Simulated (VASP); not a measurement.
# CdS (Fm-3m) in VASP: a series of runs

The runs below take CdS through single point, with r2SCAN.

Everything below comes from runs of VASP 6.6.1. Logs are shortened: lines on timing, memory, paths and dates and some standing lists are left out, and cuts for length are marked.

## Step 1: The cell of the first run

The structure is cubic, space group Fm-3m (No. 225). Conventional cell: a = 5.394 Å, b = 5.394 Å, c = 5.394 Å, α = 90.00°, β = 90.00°, γ = 90.00°. Cd (site symmetry m-3m) has 6 S at 2.70 Å within 3.6 Å. S (site symmetry m-3m) has 6 Cd at 2.70 Å within 3.6 Å.

## Step 2: Single point, r2SCAN

Contents of POSCAR:

```
CdS
1.0
    0.0000000000      2.6970395763      2.6970395763
    2.6970395763      0.0000000000      2.6970395763
    2.6970395763      2.6970395763      0.0000000000
Cd S
1 1
Direct
    0.0000000000      0.0000000000      0.0000000000
    0.5000000000      0.5000000000      0.5000000000
```

Contents of INCAR.step1:

```
SYSTEM = CdS
ALGO = Normal ; EDIFF = 1E-4
ENCUT = 520 ; GGA = PE
ISMEAR = -1 ; LASPH = .TRUE.
LCHARG = .FALSE. ; LREAL = .FALSE.
LWAVE = .TRUE. ; NBANDS = 16
NELM = 80 ; PREC = Accurate
SIGMA = 0.05
```

Contents of INCAR.step2:

```
SYSTEM = CdS
ALGO = Normal ; EDIFF = 1E-6
ENCUT = 520 ; ISIF = 2
ISMEAR = -1 ; ISTART = 1
LASPH = .TRUE. ; LCHARG = .FALSE.
LMIXTAU = .TRUE. ; LREAL = .FALSE.
LWAVE = .FALSE. ; METAGGA = R2SCAN
NBANDS = 16 ; NELM = 80
PREC = Accurate ; SIGMA = 0.05
```

Contents of KPOINTS:

```
k-points
0
G
  8 8 8
  0 0 0
```

Potentials or basis: VASP PAW PBE potentials, release 64 (Cd, S).

Command:

```
cat potpaw_PBE.64/Cd/POTCAR potpaw_PBE.64/S/POTCAR > POTCAR
cp INCAR.step1 INCAR
mpirun -np 1 vasp_std > vasp.out
cp INCAR.step2 INCAR
mpirun -np 1 vasp_std > vasp.out
```

OUTCAR:

```text
SYSTEM = CdS
   EDIFF = 1E-6
   ENCUT = 520
   ISIF = 2
   ISMEAR = -1
   ISTART = 1
   LASPH = .TRUE.
   LREAL = .FALSE.
   METAGGA = R2SCAN
   NELM = 80
   PREC = Accurate

 ion  position               nearest neighbor table
   1  0.000  0.000  0.000-   2 2.70   2 2.70   2 2.70   2 2.70   2 2.70   2 2.70
   2  0.500  0.500  0.500-   1 2.70   1 2.70   1 2.70   1 2.70   1 2.70   1 2.70

  LATTYP: Found a face centered cubic cell.
 ALAT       =     5.3940791526

  Lattice vectors:

 A1 = (   0.0000000000,   2.6970395763,   2.6970395763)
 A2 = (   2.6970395763,   0.0000000000,   2.6970395763)
 A3 = (   2.6970395763,   2.6970395763,   0.0000000000)

Analysis of symmetry for initial positions (statically):
=====================================================================
 Subroutine PRICEL returns:
 Original cell was already a primitive cell.

 Routine SETGRP: Setting up the symmetry group for a
 face centered cubic supercell.

 Subroutine GETGRP returns: Found 48 space group operations
[... 9 lines left out ...]

 Routine SETGRP: Setting up the symmetry group for a
 face centered cubic supercell.

 Subroutine GETGRP returns: Found 48 space group operations
[... 11 lines left out ...]
                                     Primitive cell

  volume of cell :      39.2367

  direct lattice vectors                    reciprocal lattice vectors
     0.000000000  2.697039576  2.697039576    -0.185388455  0.185388455  0.185388455
     2.697039576  0.000000000  2.697039576     0.185388455 -0.185388455  0.185388455
     2.697039576  2.697039576  0.000000000     0.185388455  0.185388455 -0.185388455

  length of vectors
     3.814189947  3.814189947  3.814189947     0.321102223  0.321102223  0.321102223

  position of ions in fractional coordinates (direct lattice)
     0.000000000  0.000000000  0.000000000
     0.500000000  0.500000000  0.500000000

  ion indices of the primitive-cell ions
   primitive index   ion index
                 1           1
                 2           2

----------------------------------------------------------------------------------------

 KPOINTS: k-points

Automatic generation of k-mesh.
 Grid dimensions read from file:
 generate k-points for:    8    8    8

 Generating k-lattice:

  Cartesian coordinates                     Fractional coordinates (reciprocal lattice)
    -0.023173557  0.023173557  0.023173557     0.125000000  0.000000000  0.000000000
     0.023173557 -0.023173557  0.023173557     0.000000000  0.125000000  0.000000000
     0.023173557  0.023173557 -0.023173557     0.000000000  0.000000000  0.125000000

  Length of vectors
     0.040137778  0.040137778  0.040137778

  Shift w.r.t. Gamma in fractional coordinates (k-lattice)
     0.000000000  0.000000000  0.000000000

 Subroutine IBZKPT returns following result:
 ===========================================

 Found     29 irreducible k-points:

 Following reciprocal coordinates:
            Coordinates               Weight
  0.000000  0.000000  0.000000      1.000000
  0.125000  0.000000  0.000000      8.000000
  0.250000  0.000000  0.000000      8.000000
  0.375000  0.000000  0.000000      8.000000
  0.500000  0.000000  0.000000      4.000000
  0.125000  0.125000  0.000000      6.000000
[... 16 lines left out ...]
  0.500000  0.250000  0.125000     48.000000
 -0.375000  0.250000  0.125000     24.000000
 [... further k-points ...]
   k-points           NKPTS =     29   k-points in BZ     NKDIM =     29   number of bands    NBANDS=     16
   number of dos      NEDOS =    301   number of ions     NIONS =      2
   total plane-waves  NPLWV =  21952
   dimension x,y,z NGX =    28 NGY =   28 NGZ =   28
   dimension x,y,z NGXF=    56 NGYF=   56 NGZF=   56
   ions per type =               1   1
   NGX,Y,Z   is equivalent  to a cutoff of  12.20, 12.20, 12.20 a.u.
   NGXF,Y,Z  is equivalent  to a cutoff of  24.41, 24.41, 24.41 a.u.
 SYSTEM =  CdS
   PREC   = accura    normal or accurate (medium, high low for compatibility)
   ISTART =      1    job   : 0-new  1-cont  2-samecut
   ICHARG =      0    charge: 1-file 2-atom 10-const
   ISPIN  =      1    spin polarized calculation?
   LNONCOLLINEAR =      F non collinear calculations
   LSORBIT =      F    spin-orbit coupling
   LASPH  =      T    aspherical Exc in radial PAW
   ENCUT  =  520.0 eV  38.22 Ry    6.18 a.u.   7.09  7.09  7.09*2*pi/ulx,y,z
   NELM   =     80;   NELMIN=  2; NELMDL=  0     # of ELM steps
   EDIFF  = 0.1E-05   stopping-criterion for ELM
   LREAL  =      F    real-space projection
   EDIFFG = 0.1E-04   stopping-criterion for IOM
   NSW    =      0    number of steps for IOM
   IBRION =     -1    ionic relax: 0-MD 1-quasi-New 2-CG
   NFREE  =      0    steps in history (QN), initial steepest desc. (CG)
   ISIF   =      2    stress and relaxation
   ISYM   =      2    0-nonsym 1-usesym 2-fastsym
   POTIM  = 0.5000    time-step for ionic-motion
   TEBEG  =    0.0;   TEEND  =   0.0 temperature during run
   PSTRESS=    0.0 pullay stress
   NELECT =      18.0000    total number of electrons
   NUPDOWN=      -1.0000    fix difference up-down
   EMIN   =  10.00;   EMAX   =-10.00  energy-range for DOS
   EFERMI =   0.00;   METHOD = LEGACY
   ISMEAR =    -1;   SIGMA  =   0.05  broadening in eV -4-tet -1-fermi 0-gaus
   EFERMI_NEDOS =   21; number of points for ismear=-14 and -15
   IALGO  =     38    algorithm
   IMIX   =      4    mixing-type and parameters
     AMIX     =   0.40;   BMIX     =  1.00
     AMIX_MAG =   1.60;   BMIX_MAG =  1.00
  volume/ion in A,a.u.               =      19.62       132.39
  Fermi-wavevector in a.u.,A,eV,Ry     =   1.262607  2.385982 21.690103  1.594178
  Thomas-Fermi vector in A             =   2.396007
   LORBIT       =      0    0 simple, 1 ext, 2 COOP (PROOUT), +10 PAW based schemes
   METAGGA = R2SCAN    functional components
   LHFCALC =     F    Hartree Fock is set to
   AEXX    =    0.0000 exact exchange contribution
   IVDW    =     0    specifies the selected vdW correction
   LEPSILON=     F    determine dielectric tensor
   LRPA    =     F    only Hartree local field effects (RPA)
 non-spin polarized calculation
  energy-cutoff  :      520.00
  volume of cell :       39.24
 maximum number of plane-waves:      1067
   NGX = 15   NGY = 15   NGZ = 15

 number of electron      18.0000008 magnetization

 Free energy of the ion-electron system (eV)
  ---------------------------------------------------
  ext. energy  EPLUGINS =         0.00000000
  ---------------------------------------------------
  free energy    TOTEN  =       -29.50831457 eV

  energy without entropy =      -29.50829342  energy(sigma->0) =      -29.50830399

 E-fermi :   3.5122     XC(G=0): -11.1817

 val. band max:        3.0904979754   @ k =   0.5000   0.0000   0.0000
 cond. band min:       3.8206788311   @ k =   0.5000   0.5000   0.0000
 fundamental gap:      0.7301808557
 Fermi energy:         3.5121927845

 k-point     1 :       0.0000    0.0000    0.0000
  band No.  band energies     occupation
      1     -10.5003      2.00000
      2      -4.8440      2.00000
      3      -4.8440      2.00000
      4      -4.8415      2.00000
      5      -4.8415      2.00000
      6      -4.8415      2.00000
[... 8 lines left out ...]
     15      15.7169      0.00000
     16      15.7169      0.00000

 k-point     2 :       0.1250    0.0000    0.0000
  band No.  band energies     occupation
      1     -10.3535      2.00000
      2      -4.9011      2.00000
      3      -4.9011      2.00000
      4      -4.8597      2.00000
      5      -4.8092      2.00000
      6      -4.8092      2.00000
[... 8 lines left out ...]
     15      14.1224      0.00000
     16      15.1932      0.00000

 k-point     3 :       0.2500    0.0000    0.0000
  band No.  band energies     occupation
      1      -9.9586      2.00000
      2      -5.0344      2.00000
      3      -5.0344      2.00000
      4      -4.9271      2.00000
      5      -4.7292      2.00000
      6      -4.7292      2.00000
[... 8 lines left out ...]
     15      14.5866      0.00000
     16      14.8819      0.00000

 k-point     4 :       0.3750    0.0000    0.0000
  band No.  band energies     occupation
      1      -9.4809      2.00000
      2      -5.1609      2.00000
      3      -5.1609      2.00000
      4      -5.0603      2.00000
      5      -4.6476      2.00000
      6      -4.6476      2.00000
[... 8 lines left out ...]
     15      15.8922      0.00000
     16      15.8922      0.00000

 k-point     5 :       0.5000    0.0000    0.0000
  band No.  band energies     occupation
      1      -9.2455      2.00000
      2      -5.2115      2.00000
      3      -5.2115      2.00000
      4      -5.1543      2.00000
      5      -4.6132      2.00000
      6      -4.6132      2.00000
[... 8 lines left out ...]
     15      16.8119      0.00000
     16      16.8119      0.00000

 k-point     6 :       0.1250    0.1250    0.0000
  band No.  band energies     occupation
      1     -10.3121      2.00000
      2      -4.9642      2.00000
      3      -4.8669      2.00000
      4      -4.8264      2.00000
      5      -4.8110      2.00000
      6      -4.8110      2.00000
[... 8 lines left out ...]
     15      16.2570      0.00000
     16      16.8392      0.00000

 k-point     7 :       0.2500    0.1250    0.0000
  band No.  band energies     occupation
      1     -10.0219      2.00000
      2      -5.0636      2.00000
      3      -4.9023      2.00000
      4      -4.8994      2.00000
      5      -4.7609      2.00000
      6      -4.7217      2.00000
[... 8 lines left out ...]
     15      15.8153      0.00000
     16      16.5130      0.00000

 k-point     8 :       0.3750    0.1250    0.0000
  band No.  band energies     occupation
      1      -9.6009      2.00000
      2      -5.1232      2.00000
      3      -5.0359      2.00000
      4      -4.9661      2.00000
      5      -4.6828      2.00000
      6      -4.6370      2.00000
[... 8 lines left out ...]
     15      16.6064      0.00000
     16      16.6377      0.00000

 k-point     9 :       0.5000    0.1250    0.0000
  band No.  band energies     occupation
      1      -9.2935      2.00000
      2      -5.1473      2.00000
      3      -5.0893      2.00000
      4      -5.0761      2.00000
      5      -4.6128      2.00000
      6      -4.6061      2.00000
[... 8 lines left out ...]
     15      16.9775      0.00000
     16      17.8143      0.00000
[... 172 lines left out ...]
 k-point    19 :       0.5000    0.3750    0.0000
  band No.  band energies     occupation
      1      -9.4878      2.00000
      2      -4.9924      2.00000
      3      -4.7989      2.00000
      4      -4.6134      2.00000
      5      -4.5603      2.00000
      6      -4.0471      2.00000
[... 8 lines left out ...]
     15      18.0928      0.00000
     16      19.0783      0.00000

 k-point    20 :      -0.3750    0.3750    0.0000
  band No.  band energies     occupation
      1      -9.3732      2.00000
      2      -4.9729      2.00000
      3      -4.9413      2.00000
      4      -4.7050      2.00000
      5      -4.5784      2.00000
      6      -4.0799      2.00000
[... 8 lines left out ...]
     15      16.6914      0.00000
     16      19.9604      0.00000

 k-point    21 :       0.5000    0.5000    0.0000
  band No.  band energies     occupation
      1      -9.5221      2.00000
      2      -5.0153      2.00000
      3      -4.7229      2.00000
      4      -4.5411      2.00000
      5      -4.5411      2.00000
      6      -3.7385      2.00000
[... 8 lines left out ...]
     15      18.3647      0.00000
     16      18.5081      0.00000

 k-point    22 :       0.3750    0.2500    0.1250
  band No.  band energies     occupation
      1      -9.7419      2.00000
      2      -5.0794      2.00000
      3      -4.9601      2.00000
      4      -4.9147      2.00000
      5      -4.7127      2.00000
      6      -4.6314      2.00000
[... 8 lines left out ...]
     15      17.0520      0.00000
     16      18.2019      0.00000

 k-point    23 :       0.5000    0.2500    0.1250
  band No.  band energies     occupation
      1      -9.4355      2.00000
      2      -5.0743      2.00000
      3      -5.0130      2.00000
      4      -4.9159      2.00000
      5      -4.6431      2.00000
      6      -4.5384      2.00000
[... 8 lines left out ...]
     15      17.6383      0.00000
     16      18.2921      0.00000

 k-point    24 :      -0.3750    0.2500    0.1250
  band No.  band energies     occupation
      1      -9.2996      2.00000
      2      -5.1228      2.00000
      3      -4.9674      2.00000
      4      -4.9130      2.00000
      5      -4.6018      2.00000
      6      -4.4955      2.00000
[... 8 lines left out ...]
     15      16.4387      0.00000
     16      18.5823      0.00000

 [... further k-points ...]
[... 5 lines left out ...]
  --------------------------------------------------------------------------------------
  -------------------------------------------------------------------------------------
  Total        0.8511821      0.8511821      0.8511821      0.0000000      0.0000000      0.0000000
  in kB       34.7569056     34.7569056     34.7569056      0.0000000      0.0000000      0.0000000
  external PRESSURE =      34.7569056 kB  Pullay stress =       0.0000000 kB

 VOLUME and BASIS-vectors are now :
 -----------------------------------------------------------------------------
  energy-cutoff  :      520.00
  volume of cell :       39.24
      direct lattice vectors                 reciprocal lattice vectors
     0.000000000  2.697039576  2.697039576    -0.185388455  0.185388455  0.185388455
     2.697039576  0.000000000  2.697039576     0.185388455 -0.185388455  0.185388455
     2.697039576  2.697039576  0.000000000     0.185388455  0.185388455 -0.185388455

 POSITION                                       TOTAL-FORCE (eV/Angst)
 -----------------------------------------------------------------------------------
      0.00000      0.00000      0.00000        -0.000000      0.000000      0.000000
      2.69704      2.69704      2.69704         0.000000     -0.000000     -0.000000
 -----------------------------------------------------------------------------------
    total drift:                                0.000000      0.000000      0.000000

  FREE ENERGIE OF THE ION-ELECTRON SYSTEM (eV)
  ---------------------------------------------------
  free  energy   TOTEN  =       -29.5083145658 eV

  energy  without entropy=      -29.5082934207  energy(sigma->0) =      -29.50830399
```

Run time: 1.9 min. Hardware: 1 thread of Intel Xeon 8259CL, shared host; peak memory 0.17 GiB.

What came out:

- Free energy: -29.5083 eV
- Pressure: 3.5 GPa
- Band gap on the k mesh: 0.73 eV, indirect (least direct gap 2.60 eV)

Levels at points of the mesh, in eV from the valence-band top:
```tsv
k point	band 6	band 7	band 8	band 9	band 10	band 11	band 12	band 13
(0.00, 0.00, 0.00)	-7.93	-0.84	-0.84	-0.84	1.75	9.74	9.74	9.74
(0.50, 0.00, 0.00)	-7.70	-5.09	0.00	0.00	4.03	6.43	6.43	7.90
(0.50, 0.50, 0.00)	-6.83	-4.59	-2.35	-2.35	0.73	6.37	11.02	12.55
```

Caveat: the PAW data sets were made with another functional, which shifts forces and pressure a little. r2SCAN opens gaps a little over a GGA but as a rule still falls short of measured ones.

## Step 3: Single point, r2SCAN

This run uses another cell than the first one, of 20.04 Å³/atom, 1.021 times its volume.

Contents of POSCAR:

```
CdS
1.0
    0.0000000000      2.7160334386      2.7160334386
    2.7160334386      0.0000000000      2.7160334386
    2.7160334386      2.7160334386      0.0000000000
Cd S
1 1
Direct
    0.0000000000      0.0000000000      0.0000000000
    0.5000000000      0.5000000000      0.5000000000
```

Contents of INCAR.step1:

```
PREC = Accurate
ENCUT = 520
ISMEAR = -1
SIGMA = 0.05
LREAL = F
LASPH = T
NELM = 80
NBANDS = 16
GGA = PE
ALGO = Normal
EDIFF = 1E-4
LWAVE = T
LCHARG = F
```

Contents of INCAR.step2:

```
PREC = Accurate
ENCUT = 520
EDIFF = 1E-7
ISMEAR = -1
SIGMA = 0.05
LREAL = F
LASPH = T
NELM = 80
ALGO = Normal
ISIF = 2
LWAVE = F
LCHARG = F
METAGGA = R2SCAN
LMIXTAU = T
NBANDS = 16
ISTART = 1
```

Contents of KPOINTS:

```
regular mesh
0
Gamma
  8 8 8
```

Potentials or basis: VASP PAW PBE potentials, release 64 (Cd, S).

Command:

```
cat potpaw_PBE.64/Cd/POTCAR potpaw_PBE.64/S/POTCAR > POTCAR
cp INCAR.step1 INCAR
mpirun -np 1 vasp_std > vasp.out
cp INCAR.step2 INCAR
mpirun -np 1 vasp_std > vasp.out
```

It took 2.2 min on 1 thread of Intel Xeon 8259CL, shared host; peak memory 0.18 GiB.

It converged, with:

| Item | Value |
| --- | --- |
| Free energy | -29.5213 eV |
| Pressure | 1.5 GPa |
| Band gap on the k mesh | 0.73 eV, indirect (least direct gap 2.44 eV) |

Levels at points of the mesh, in eV from the valence-band top:
| k point | band 7 | band 8 | band 9 | band 10 | band 11 | band 12 |
| --- | --- | --- | --- | --- | --- | --- |
| (0.00, 0.00, 0.00) | -0.79 | -0.79 | -0.79 | 1.65 | 9.73 | 9.73 |
| (0.50, 0.00, 0.00) | -4.98 | 0.00 | 0.00 | 4.05 | 6.45 | 6.45 |
| (0.50, 0.50, 0.00) | -4.44 | -2.25 | -2.25 | 0.73 | 6.40 | 10.87 |

Caveat: the PAW data sets were made with another functional, which shifts forces and pressure a little.

## Step 4: Single point, r2SCAN

This run uses another cell than the first one, of 20.45 Å³/atom, 1.043 times its volume.

Contents of POSCAR:

```
CdS
1.0
    0.0000000000      2.7347652956      2.7347652956
    2.7347652956      0.0000000000      2.7347652956
    2.7347652956      2.7347652956      0.0000000000
Cd S
1 1
Direct
    0.0000000000      0.0000000000      0.0000000000
    0.5000000000      0.5000000000      0.5000000000
```

Contents of INCAR.step1:

```
PREC = Accurate ; ENCUT = 520
ISMEAR = -1 ; SIGMA = 0.05
LREAL = False ; LASPH = True
NELM = 60 ; NBANDS = 16
GGA = PE ; ALGO = Normal
EDIFF = 1E-4 ; LWAVE = True
LCHARG = False
```

Contents of INCAR.step2:

```
PREC = Accurate ; ENCUT = 520
EDIFF = 1E-6 ; ISMEAR = -1
SIGMA = 0.05 ; LREAL = False
LASPH = True ; NELM = 60
ALGO = Normal ; ISIF = 2
LWAVE = False ; LCHARG = True
METAGGA = R2SCAN ; LMIXTAU = True
LELF = True ; LVHAR = True
NBANDS = 16 ; ISTART = 1
```

KPOINTS is that of step 3.

Command:

```
cat potpaw_PBE.64/Cd/POTCAR potpaw_PBE.64/S/POTCAR > POTCAR
cp INCAR.step1 INCAR
mpirun -np 1 vasp_std > vasp.out
cp INCAR.step2 INCAR
mpirun -np 1 vasp_std > vasp.out
```

Wall time 1.8 min (1 thread of Intel Xeon 8259CL, shared host); peak memory 0.18 GiB.

Results (log left out):

```
Free energy            : -29.5247 eV
Pressure               : -0.3 GPa
Band gap on the k mesh : 0.73 eV, indirect (least direct gap 2.29 eV)
```

Levels at points of the mesh, in eV from the valence-band top:
```csv
k point,band 5,band 6,band 7,band 8,band 9,band 10,band 11,band 12,band 13,band 14
"(0.00, 0.00, 0.00)",-7.84,-7.84,-0.75,-0.75,-0.75,1.54,9.73,9.73,9.73,11.98
"(0.50, 0.00, 0.00)",-7.64,-7.64,-4.87,0.00,0.00,4.06,6.47,6.47,7.52,13.02
"(0.50, 0.50, 0.00)",-7.57,-6.86,-4.29,-2.16,-2.16,0.73,6.43,10.72,12.21,12.21
```

Caveat: the PAW data sets were made with another functional, which shifts forces and pressure a little.

## Step 5: Overview

| cell | gap on the mesh (eV) | pressure (GPa) |
| --- | --- | --- |
| a = 3.814 Å, angles 60.0°, 2 atoms | 0.73 | 3.5 |
| a = 3.841 Å, angles 60.0°, 2 atoms | 0.73 | 1.5 |
| a = 3.868 Å, angles 60.0°, 2 atoms | 0.73 | -0.3 |

Alike in all rows: task single point; level r2SCAN; potentials or basis VASP PAW PBE potentials, release 64 (Cd, S); no spin polarisation; k mesh 8 × 8 × 8; cutoff (eV) 520; smearing fermi-dirac 0.05 eV.

Caveats: the PAW data sets were made with another functional, which shifts forces and pressure a little.

Total energies depend on the potentials used, so only differences within one code and one set of settings carry meaning.
